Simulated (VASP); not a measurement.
# Ga (P6_3/mmc) in VASP: single point with r2SCAN

Aim: the single point of Ga with r2SCAN.

Program: VASP 6.6.1. These are calculated values, not measurements. Logs are shortened: lines on timing, memory, paths and dates and some standing lists are left out, and cuts for length are marked.

## 1. The cell of the first run

The structure is hexagonal, space group P6_3/mmc (No. 194). Conventional cell: a = 3.006 Å, b = 3.006 Å, c = 4.869 Å, α = 90.00°, β = 90.00°, γ = 120.00°. Ga (site symmetry -6m2) has 12 Ga at 2.99 to 3.01 Å within 3.9 Å.

This isn't the form of Ga at room conditions, which is orthorhombic.

## 2. Single point, r2SCAN

POSCAR reads:

```
Ga
1.0
    3.0064312260      0.0000000000      0.0000000000
   -1.5032156130      2.6036458164      0.0000000000
    0.0000000000      0.0000000000      4.8692081659
Ga
2
Direct
    0.3333333333      0.6666666667      0.7500000000
    0.6666666667      0.3333333333      0.2500000000
```

INCAR.step1 reads:

```
SYSTEM = Ga
  PREC = Accurate
  ENCUT = 520
  ISMEAR = 0
  SIGMA = 0.05
  LREAL = .FALSE.
  LASPH = .TRUE.
  NELM = 80
  NBANDS = 20
  GGA = PE
  ALGO = Normal
  EDIFF = 1E-4
  LWAVE = .TRUE.
  LCHARG = .FALSE.
```

INCAR.step2 reads:

```
SYSTEM = Ga
  PREC = Accurate
  ENCUT = 520
  EDIFF = 1E-6
  ISMEAR = 0
  SIGMA = 0.05
  LREAL = .FALSE.
  LASPH = .TRUE.
  NELM = 80
  ALGO = Normal
  ISIF = 2
  LWAVE = .FALSE.
  LCHARG = .TRUE.
  METAGGA = R2SCAN
  LMIXTAU = .TRUE.
  LELF = .TRUE.
  LVHAR = .TRUE.
  NBANDS = 20
  ISTART = 1
```

KPOINTS reads:

```
regular mesh
0
G
  16 16 10
  0 0 0
```

Potentials or basis: VASP PAW PBE potentials, release 64 (Ga_d).

The run is started by

```
> cat potpaw_PBE.64/Ga_d/POTCAR > POTCAR
> cp INCAR.step1 INCAR
> mpirun -np 1 vasp_std > vasp.out
> cp INCAR.step2 INCAR
> mpirun -np 1 vasp_std > vasp.out
```

OUTCAR:

```text
SYSTEM = Ga
   PREC = Accurate
   ENCUT = 520
   EDIFF = 1E-6
   ISMEAR = 0
   LREAL = .FALSE.
   LASPH = .TRUE.
   NELM = 80
   ISIF = 2
   METAGGA = R2SCAN
   ISTART = 1

 ion  position               nearest neighbor table
   1  0.333  0.667  0.750-
   2  0.667  0.333  0.250-

  LATTYP: Found a hexagonal cell.
 ALAT       =     3.0064312260
 C/A-ratio  =     1.6195973897

  Lattice vectors:

 A1 = (   3.0064312260,   0.0000000000,   0.0000000000)
 A2 = (  -1.5032156130,   2.6036458164,   0.0000000000)
 A3 = (   0.0000000000,   0.0000000000,   4.8692081659)

Analysis of symmetry for initial positions (statically):
=====================================================================
 Subroutine PRICEL returns:
 Original cell was already a primitive cell.

 Routine SETGRP: Setting up the symmetry group for a
 hexagonal supercell.

 Subroutine GETGRP returns: Found 24 space group operations
 (whereof 12 operations were pure point group operations)
 out of a pool of 24 trial point group operations.

The static configuration has the point symmetry D_3d.
 The point group associated with its full space group is D_6h.

Analysis of symmetry for dynamics (positions and initial velocities):
=====================================================================
 Subroutine PRICEL returns:
 Original cell was already a primitive cell.

 Routine SETGRP: Setting up the symmetry group for a
 hexagonal supercell.

 Subroutine GETGRP returns: Found 24 space group operations
 (whereof 12 operations were pure point group operations)
 out of a pool of 24 trial point group operations.

The dynamic configuration has the point symmetry D_3d.
 The point group associated with its full space group is D_6h.

 Subroutine INISYM returns: Found 24 space group operations
 (whereof 12 operations are pure point group operations),
 and found     1 'primitive' translations

----------------------------------------------------------------------------------------

                                     Primitive cell

  volume of cell :      38.1146

  direct lattice vectors                    reciprocal lattice vectors
     3.006431226  0.000000000  0.000000000     0.332620281  0.192038409  0.000000000
    -1.503215613  2.603645816  0.000000000     0.000000000  0.384076818  0.000000000
     0.000000000  0.000000000  4.869208166     0.000000000  0.000000000  0.205372201

  length of vectors
     3.006431226  3.006431226  4.869208166     0.384076818  0.384076818  0.205372201

  position of ions in fractional coordinates (direct lattice)
     0.333333333  0.666666667  0.750000000
     0.666666667  0.333333333  0.250000000

  ion indices of the primitive-cell ions
   primitive index   ion index
                 1           1
                 2           2

----------------------------------------------------------------------------------------

 KPOINTS: regular mesh

Automatic generation of k-mesh.
 Grid dimensions read from file:
 generate k-points for:   16   16   10

 Generating k-lattice:

  Cartesian coordinates                     Fractional coordinates (reciprocal lattice)
     0.020788768  0.012002401  0.000000000     0.062500000 -0.000000000  0.000000000
     0.000000000  0.024004801  0.000000000     0.000000000  0.062500000  0.000000000
     0.000000000  0.000000000  0.020537220     0.000000000  0.000000000  0.100000000

  Length of vectors
     0.024004801  0.024004801  0.020537220

  Shift w.r.t. Gamma in fractional coordinates (k-lattice)
     0.000000000  0.000000000  0.000000000

 Subroutine IBZKPT returns following result:
 ===========================================

 Found    180 irreducible k-points:

 Following reciprocal coordinates:
            Coordinates               Weight
  0.000000  0.000000  0.000000      1.000000
  0.062500 -0.000000  0.000000      6.000000
  0.125000 -0.000000  0.000000      6.000000
  0.187500  0.000000  0.000000      6.000000
  0.250000 -0.000000  0.000000      6.000000
  0.312500 -0.000000  0.000000      6.000000
[... 16 lines left out ...]
  0.187500  0.187500  0.000000      6.000000
  0.250000  0.187500  0.000000     12.000000
 [... further k-points ...]
   k-points           NKPTS =    180   k-points in BZ     NKDIM =    180   number of bands    NBANDS=     20
   number of dos      NEDOS =    301   number of ions     NIONS =      2
   total plane-waves  NPLWV =  20736
   dimension x,y,z NGX =    24 NGY =   24 NGZ =   36
   dimension x,y,z NGXF=    48 NGYF=   48 NGZF=   72
   ions per type =               2
   NGX,Y,Z   is equivalent  to a cutoff of  13.27, 13.27, 12.29 a.u.
   NGXF,Y,Z  is equivalent  to a cutoff of  26.54, 26.54, 24.58 a.u.
 SYSTEM =  Ga
   PREC   = accura    normal or accurate (medium, high low for compatibility)
   ISTART =      1    job   : 0-new  1-cont  2-samecut
   ICHARG =      0    charge: 1-file 2-atom 10-const
   ISPIN  =      1    spin polarized calculation?
   LNONCOLLINEAR =      F non collinear calculations
   LSORBIT =      F    spin-orbit coupling
   LASPH  =      T    aspherical Exc in radial PAW
   ENCUT  =  520.0 eV  38.22 Ry    6.18 a.u.   5.59  5.59  9.05*2*pi/ulx,y,z
   NELM   =     80;   NELMIN=  2; NELMDL=  0     # of ELM steps
   EDIFF  = 0.1E-05   stopping-criterion for ELM
   LREAL  =      F    real-space projection
   EDIFFG = 0.1E-04   stopping-criterion for IOM
   NSW    =      0    number of steps for IOM
   IBRION =     -1    ionic relax: 0-MD 1-quasi-New 2-CG
   NFREE  =      0    steps in history (QN), initial steepest desc. (CG)
   ISIF   =      2    stress and relaxation
   ISYM   =      2    0-nonsym 1-usesym 2-fastsym
   POTIM  = 0.5000    time-step for ionic-motion
   TEBEG  =    0.0;   TEEND  =   0.0 temperature during run
   PSTRESS=    0.0 pullay stress
   NELECT =      26.0000    total number of electrons
   NUPDOWN=      -1.0000    fix difference up-down
   EMIN   =  10.00;   EMAX   =-10.00  energy-range for DOS
   EFERMI =   0.00;   METHOD = LEGACY
   ISMEAR =     0;   SIGMA  =   0.05  broadening in eV -4-tet -1-fermi 0-gaus
   EFERMI_NEDOS =   21; number of points for ismear=-14 and -15
   IALGO  =     38    algorithm
   IMIX   =      4    mixing-type and parameters
     AMIX     =   0.40;   BMIX     =  1.00
     AMIX_MAG =   1.60;   BMIX_MAG =  1.00
  volume/ion in A,a.u.               =      19.06       128.61
  Fermi-wavevector in a.u.,A,eV,Ry     =   1.441127  2.723334 28.257200  2.076846
  Thomas-Fermi vector in A             =   2.559794
   LORBIT       =      0    0 simple, 1 ext, 2 COOP (PROOUT), +10 PAW based schemes
   METAGGA = R2SCAN    functional components
   LHFCALC =     F    Hartree Fock is set to
   AEXX    =    0.0000 exact exchange contribution
   IVDW    =     0    specifies the selected vdW correction
   LEPSILON=     F    determine dielectric tensor
   LRPA    =     F    only Hartree local field effects (RPA)
 non-spin polarized calculation
 Gauss-broadening in eV      SIGMA  =   0.05
  energy-cutoff  :      520.00
  volume of cell :       38.11
 maximum number of plane-waves:      1049
 NGX is ok and might be reduce to    24
   NGX = 11   NGY = 11   NGZ = 19

 number of electron      26.0000025 magnetization

 Free energy of the ion-electron system (eV)
  ---------------------------------------------------
  ext. energy  EPLUGINS =         0.00000000
  ---------------------------------------------------
  free energy    TOTEN  =       -22.55913383 eV

  energy without entropy =      -22.55811440  energy(sigma->0) =      -22.55862412

 E-fermi :   5.3650     XC(G=0): -12.1303

 val. band max:        5.3629623945   @ k =   0.3125   0.1875   0.4000
 cond. band min:       5.3682791895   @ k =   0.3125   0.0625   0.4000
 fundamental gap:      0.0053167949
 Fermi energy:         5.3649778858

 k-point     1 :       0.0000    0.0000    0.0000
  band No.  band energies     occupation
      1     -10.1554      2.00000
      2     -10.0694      2.00000
      3     -10.0559      2.00000
      4     -10.0559      2.00000
      5     -10.0325      2.00000
      6     -10.0325      2.00000
[... 12 lines left out ...]
     19      19.8017      0.00000
     20      20.2161      0.00000

 k-point     2 :       0.0625   -0.0000    0.0000
  band No.  band energies     occupation
      1     -10.1501      2.00000
      2     -10.0762      2.00000
      3     -10.0481      2.00000
      4     -10.0474      2.00000
      5     -10.0328      2.00000
      6     -10.0253      2.00000
[... 12 lines left out ...]
     19      20.0930      0.00000
     20      20.5649      0.00000

 k-point     3 :       0.1250   -0.0000    0.0000
  band No.  band energies     occupation
      1     -10.1409      2.00000
      2     -10.0837      2.00000
      3     -10.0396      2.00000
      4     -10.0258      2.00000
      5     -10.0240      2.00000
      6     -10.0131      2.00000
[... 12 lines left out ...]
     19      18.4871      0.00000
     20      21.3768      0.00000

 k-point     4 :       0.1875    0.0000    0.0000
  band No.  band energies     occupation
      1     -10.1467      2.00000
      2     -10.0776      2.00000
      3     -10.0422      2.00000
      4     -10.0359      2.00000
      5     -10.0210      2.00000
      6      -9.9967      2.00000
[... 12 lines left out ...]
     19      17.7860      0.00000
     20      20.5880      0.00000

 k-point     5 :       0.2500   -0.0000    0.0000
  band No.  band energies     occupation
      1     -10.1673      2.00000
      2     -10.0757      2.00000
      3     -10.0662      2.00000
      4     -10.0357      2.00000
      5     -10.0312      2.00000
      6      -9.9628      2.00000
[... 12 lines left out ...]
     19      17.1571      0.00000
     20      20.1565      0.00000

 k-point     6 :       0.3125   -0.0000    0.0000
  band No.  band energies     occupation
      1     -10.1909      2.00000
      2     -10.0993      2.00000
      3     -10.0871      2.00000
      4     -10.0497      2.00000
      5     -10.0084      2.00000
      6      -9.9558      2.00000
[... 12 lines left out ...]
     19      16.5598      0.00000
     20      19.7364      0.00000

 k-point     7 :       0.3750    0.0000    0.0000
  band No.  band energies     occupation
      1     -10.2113      2.00000
      2     -10.1286      2.00000
      3     -10.1001      2.00000
      4     -10.0610      2.00000
      5      -9.9883      2.00000
      6      -9.9711      2.00000
[... 12 lines left out ...]
     19      16.0963      0.00000
     20      19.3754      0.00000
[... 277 lines left out ...]
 k-point    20 :       0.3125    0.1250    0.0000
  band No.  band energies     occupation
      1     -10.1781      2.00000
      2     -10.1352      2.00000
      3     -10.0831      2.00000
      4     -10.0608      2.00000
      5      -9.9935      2.00000
      6      -9.9740      2.00000
[... 12 lines left out ...]
     19      16.2753      0.00000
     20      17.6161      0.00000

 k-point    21 :       0.3750    0.1250    0.0000
  band No.  band energies     occupation
      1     -10.1908      2.00000
      2     -10.1540      2.00000
      3     -10.0848      2.00000
      4     -10.0638      2.00000
      5      -9.9852      2.00000
      6      -9.9778      2.00000
[... 12 lines left out ...]
     19      15.9667      0.00000
     20      17.3686      0.00000

 k-point    22 :       0.4375    0.1250    0.0000
  band No.  band energies     occupation
      1     -10.1952      2.00000
      2     -10.1606      2.00000
      3     -10.0860      2.00000
      4     -10.0646      2.00000
      5      -9.9893      2.00000
      6      -9.9715      2.00000
[... 12 lines left out ...]
     19      15.8661      0.00000
     20      17.2859      0.00000

 k-point    23 :       0.1875    0.1875    0.0000
  band No.  band energies     occupation
      1     -10.1171      2.00000
      2     -10.1171      2.00000
      3     -10.1033      2.00000
      4     -10.0547      2.00000
      5     -10.0010      2.00000
      6      -9.9651      2.00000
[... 12 lines left out ...]
     19      16.1371      0.00000
     20      20.2229      0.00000

 k-point    24 :       0.2500    0.1875    0.0000
  band No.  band energies     occupation
      1     -10.1346      2.00000
      2     -10.1312      2.00000
      3     -10.0936      2.00000
      4     -10.0588      2.00000
      5      -9.9902      2.00000
      6      -9.9711      2.00000
[... 12 lines left out ...]
     19      15.1249      0.00000
     20      20.1325      0.00000

 [... further k-points ...]

------------------------ aborting loop because EDIFF is reached ----------------------------------------

  FORCE on cell =-STRESS in cart. coord.  units (eV):
  Direction    XX          YY          ZZ          XY          YZ          ZX
  --------------------------------------------------------------------------------------
  -------------------------------------------------------------------------------------
  Total       -0.6930112     -0.6930112     -0.6985755      0.0000000     -0.0000000      0.0000000
  in kB      -29.1312623    -29.1312623    -29.3651611      0.0000000     -0.0000000      0.0000000
  external PRESSURE =     -29.2092286 kB  Pullay stress =       0.0000000 kB

 VOLUME and BASIS-vectors are now :
 -----------------------------------------------------------------------------
  energy-cutoff  :      520.00
  volume of cell :       38.11
      direct lattice vectors                 reciprocal lattice vectors
     3.006431226  0.000000000  0.000000000     0.332620281  0.192038409  0.000000000
    -1.503215613  2.603645816  0.000000000     0.000000000  0.384076818  0.000000000
     0.000000000  0.000000000  4.869208166     0.000000000  0.000000000  0.205372201

 POSITION                                       TOTAL-FORCE (eV/Angst)
 -----------------------------------------------------------------------------------
     -0.00000      1.73576      3.65191         0.000000      0.000000      0.000000
      1.50322      0.86788      1.21730        -0.000000     -0.000000     -0.000000
 -----------------------------------------------------------------------------------
    total drift:                               -0.000000      0.000000      0.000000

  FREE ENERGIE OF THE ION-ELECTRON SYSTEM (eV)
  ---------------------------------------------------
  free  energy   TOTEN  =       -22.5591338318 eV

  energy  without entropy=      -22.5581144041  energy(sigma->0) =      -22.55862412
```

Run time: 5 min. Hardware: 1 thread of Intel Xeon Platinum 8259CL at 2.50GHz (Skylake/Cascade Lake), shared host; peak memory 0.24 GiB.

What came out:

* Free energy: -22.5591 eV
* Pressure: -2.9 GPa
* Band gap on the k mesh: zero (bands 13 and 14 overlap by 8.01 eV)

Levels at points of the mesh, in eV from the Fermi level:
```tsv
k point	band 9	band 10	band 11	band 12	band 13	band 14	band 15	band 16	band 17	band 18
(0.00, 0.00, 0.00)	-15.22	-15.22	-11.58	-5.05	-4.15	10.03	10.03	12.09	12.09	13.22
(0.50, 0.00, 0.00)	-15.20	-15.20	-5.92	-5.08	0.56	0.70	1.03	3.36	5.06	8.75
(0.00, 0.00, 0.50)	-15.27	-15.27	-9.85	-9.85	3.94	3.94	11.29	11.29	11.29	11.29
(0.50, 0.00, 0.50)	-15.20	-15.20	-4.27	-4.27	-3.29	-3.29	6.85	6.85	7.81	7.81
```

Caveat: the PAW data sets were made with another functional, which shifts forces and pressure a little.
